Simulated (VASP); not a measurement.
Crystal: InP (zincblende type).

```
CELL_PARAMETERS angstrom
0.00000 2.96851 2.96851
2.96851 0.00000 2.96851
2.96851 2.96851 0.00000
ATOMIC_POSITIONS crystal
In 0.00000 0.00000 0.00000
P 0.25000 0.25000 0.25000
```

| Property | Result |
| --- | --- |
| Program | VASP 6.6.1 |
| Task | relaxation of cell and atoms |
| Functional | PBEsol |
| Potentials or basis | VASP PAW PBE potentials, release 64 (In_d, P) |
| Cutoff | 600 eV |
| k mesh | 12 × 12 × 12 |
| Occupations | fermi-dirac, width 0.1 eV |
| Spin | no spin polarisation |

At the start: pressure -1.8 GPa; volume 26.16 Å³/atom.

Q: Where does the relaxation end?

A: Over 3 steps the energy falls by 4.4 meV/atom and the volume is 25.40 Å³/atom (-2.9 %); space group F-43m (No. 216, to 0.05 Å).

The path:
```
step  energy change (eV)  largest force (eV/Å)  pressure (GPa)  volume (Å³)
   1              0.0000                0.0000           -1.83        52.32
   2             -0.0067                0.0000            0.98        50.09
   3             -0.0088                0.0000            0.00        50.81
```

Final structure:
```
In P
1.0
     0.00000    2.93970    2.93970
     2.93970    0.00000    2.93970
     2.93970    2.93970    0.00000
In P
1 1
Direct
  0.00000 0.00000 0.00000
  0.25000 0.25000 0.25000
```

Caveat: the PAW data sets were made with another functional, which shifts forces and pressure a little.
